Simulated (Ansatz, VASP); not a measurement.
# AlGa3P4 in VASP and in Ansatz

The input INCAR:

```
  ALGO = Normal
  EDIFF = 1E-6
  EDIFFG = -0.04
  ENCUT = 600
  GGA = PE
  IBRION = 2
  ISIF = 3
  ISMEAR = 0
  LASPH = True
  LCHARG = False
  LREAL = False
  LWAVE = False
  NELM = 100
  NSW = 90
  PREC = Accurate
  SIGMA = 0.1
```

The input KPOINTS:

```
k-points
0
Gamma
  4 4 4
```

The input POSCAR:

```
AlGa3P4
1.0
   -2.6648890200      2.6648890200      5.3297780300
    2.6648890200     -2.6648890200      5.3297780300
    2.6648890200      2.6648890200     -5.3297780300
Al Ga P
1 3 4
Direct
    0.5000000000      0.5000000000      0.0000000000
    0.0000000000      0.0000000000      0.0000000000
    0.2500000000      0.7500000000      0.5000000000
    0.7500000000      0.2500000000      0.5000000000
    0.1250000000      0.1250000000      0.5000000000
    0.3750000000      0.8750000000      0.0000000000
    0.6250000000      0.6250000000      0.5000000000
    0.8750000000      0.3750000000      0.0000000000
```

Input for Ansatz:

```yaml
crystal:
  lattice:
    - [-2.66488902, 2.66488902, 5.32977803]
    - [2.66488902, -2.66488902, 5.32977803]
    - [2.66488902, 2.66488902, -5.32977803]
  atoms:
    - { symbol: Al, position: [0.5, 0.5, 0.0] }
    - { symbol: Ga, position: [0.0, 0.0, 0.0] }
    - { symbol: Ga, position: [0.25, 0.75, 0.5] }
    - { symbol: Ga, position: [0.75, 0.25, 0.5] }
    - { symbol: P, position: [0.125, 0.125, 0.5] }
    - { symbol: P, position: [0.375, 0.875, 0.0] }
    - { symbol: P, position: [0.625, 0.625, 0.5] }
    - { symbol: P, position: [0.875, 0.375, 0.0] }
basis:
  ecutwfc: 420
kpoints:
  mp_grid: { grid: [4, 4, 4] }
hamiltonian:
  xc: pbe
scf:
  occupations: { method: gaussian, width: 0.1 }
  lower_state_search: "off"
output:
  forces: true
  stress: true
  eigenvalues: true
relax:
  adjacent_minimum: "off"
  f_tol: 0.04
  max_steps: 70
  cell: { stress_tol: 0.4 }
```

Alike in both runs: task relaxation of cell and atoms; functional PBE; k mesh 4 × 4 × 4; occupations gaussian, width 0.1 eV; no spin polarisation.

|  | VASP | Ansatz |
| --- | --- | --- |
| version | VASP 6.6.1 | Ansatz 0.2.0 |
| potentials or method | VASP PAW PBE potentials, release 64 (Al, Ga_d, P), cutoff 600 eV | scalar-relativistic, plane waves, PAW |
| valence electrons in the cell | 62 | 62 |

|  | VASP | Ansatz | Ansatz less VASP |
| --- | --- | --- | --- |
| gap on the k mesh at the Fermi level, each at its own relaxed structure (eV) | 1.64 | 1.65 | +0.010 |
| relaxed volume (Å³/atom) | 20.83 | 20.78 | -0.052 |
| relaxed cell length with the largest relative difference (Å) | 6.739 | 6.733 | -0.0058 |
